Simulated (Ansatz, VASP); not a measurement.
# One calculation of ZnO, two programs

File POSCAR:

```
ZnO
1.0
    0.0000000000      2.1337703831      2.1337703831
    2.1337703831      0.0000000000      2.1337703831
    2.1337703831      2.1337703831      0.0000000000
Zn O
1 1
Direct
    0.0000000000      0.0000000000      0.0000000000
    0.5000000000      0.5000000000      0.5000000000
```

INCAR.step1

```
  ALGO = Normal
  EDIFF = 1E-4
  ENCUT = 520
  GGA = PE
  ISMEAR = 0
  LASPH = True
  LCHARG = False
  LREAL = False
  LWAVE = True
  NBANDS = 16
  NELM = 60
  PREC = Accurate
  SIGMA = 0.01
```

INCAR.step2

```
  ALGO = Normal
  EDIFF = 1E-7
  ENCUT = 520
  ISIF = 2
  ISMEAR = 0
  ISTART = 1
  LASPH = True
  LCHARG = False
  LMIXTAU = True
  LREAL = False
  LWAVE = False
  METAGGA = R2SCAN
  NBANDS = 16
  NELM = 60
  PREC = Accurate
  SIGMA = 0.01
```

KPOINTS

```
k-points
0
Gamma
  5 5 5
```

Input for Ansatz:

```yaml
crystal:
  lattice:
    - [0.0, 2.1337703831, 2.1337703831]
    - [2.1337703831, 0.0, 2.1337703831]
    - [2.1337703831, 2.1337703831, 0.0]
  atoms:
    - { symbol: Zn, position: [0.0, 0.0, 0.0] }
    - { symbol: O, position: [0.5, 0.5, 0.5] }
kpoints:
  mp_grid: { grid: [5, 5, 5] }
hamiltonian:
  xc: r2scan
scf:
  occupations: { method: fixed }
  n_extra_bands: 4
output:
  forces: true
  stress: true
  eigenvalues: true
```

Alike in both runs: task single point; functional r2SCAN; k mesh 5 × 5 × 5; no spin polarisation.

```csv
,VASP,Ansatz
version,VASP 6.6.1,Ansatz 0.2.0
potentials or method,"VASP PAW PBE potentials, release 64 (Zn, O)",plane waves
plane-wave cutoff (eV),520,500
occupations,"gaussian, width 0.01 eV",fixed
valence electrons in the cell,18,18
```

```csv
,VASP,Ansatz,Ansatz less VASP
gap on the k mesh at the Fermi level (eV),1.64,1.66,+0.022
pressure (GPa),1.4,0.0,-1.46
```

VASP's potentials were made for PBE, not for r2SCAN.

The k mesh is coarse, so the values compare programs but aren't converged.
